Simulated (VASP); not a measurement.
Wanted: the native input for a VASP 6.6.1 run.

| Quantity | Value |
| --- | --- |
| Task | single point |
| Functional | PBEsol |
| Potentials or basis | VASP PAW PBE potentials, release 64 (Re) |
| Cutoff | 520 eV |
| k mesh | 22 × 22 × 22 |
| Occupations | gaussian, width 0.15 eV |
| Spin | no spin polarisation |
| Dipole correction | no |
| Further INCAR settings | ALGO = Fast; EDIFF = 1e-07; NBANDS = 10 |

The structure of Re lies in POSCAR:

```
Re
1.0
    0.0000000000      1.9750000000      1.9750000000
    1.9750000000      0.0000000000      1.9750000000
    1.9750000000      1.9750000000      0.0000000000
Re
1
Direct
    0.0000000000      0.0000000000      0.0000000000
```

These files were run (other wordings do the same):

INCAR

```
SYSTEM = Re
ALGO = Fast
EDIFF = 1E-7
ENCUT = 520
GGA = PS
ISIF = 2
ISMEAR = 0
LASPH = .TRUE.
LCHARG = .FALSE.
LREAL = .FALSE.
LWAVE = .FALSE.
NBANDS = 10
NELM = 100
PREC = Accurate
SIGMA = 0.15
```

KPOINTS

```
k-points
0
G
  22 22 22
  0 0 0
```

Potentials or basis: VASP PAW PBE potentials, release 64 (Re).

Launch:

```console
$ cat potpaw_PBE.64/Re/POTCAR > POTCAR
$ mpirun -np 1 vasp_std > vasp.out
```

Results of the run:

| Quantity | Value |
| --- | --- |
| Pressure | -19.0 GPa |

Caveat: the PAW data sets were made with another functional, which shifts forces and pressure a little.

Run time: 23 s on 1 thread of Intel(R) Xeon(R) 6975P-C (Granite Rapids), with other jobs on the host, peak memory 0.18 GiB.
